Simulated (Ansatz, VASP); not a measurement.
# Two plane-wave programs on BaSr3

```
Ba Sr
1.0
     5.99877    0.00000    0.00000
     0.00000    5.99877    0.00000
    -2.99938   -2.99938    5.94227
Ba Sr
1 3
Direct
  0.00000 0.00000 0.00000
  0.25000 0.75000 0.50000
  0.75000 0.25000 0.50000
  0.50000 0.50000 0.00000
```

Alike in both runs: task single point; functional LDA; k mesh 6 × 6 × 6; occupations gaussian, width 0.05 eV; no spin polarisation.

|  | VASP | Ansatz |
| --- | --- | --- |
| version | VASP 6.6.1 | Ansatz 0.2.0 |
| potentials or method | VASP PAW LDA potentials, release 64 (Ba_sv, Sr_sv), cutoff 520 eV | scalar-relativistic, plane waves, PAW |
| valence electrons in the cell | 40 | 40 |

|  | VASP | Ansatz | Ansatz less VASP |
| --- | --- | --- | --- |
| gap on the k mesh at the Fermi level (eV) | none | none | - |
| pressure (GPa) | -0.6 | -0.6 | -0.01 |

LDA's correlation is that of Perdew and Zunger in VASP and of Perdew and Wang (1992) in Ansatz. A gap of «none» marks a metal or a gap that the smearing closes.

Spin-orbit coupling is off throughout.
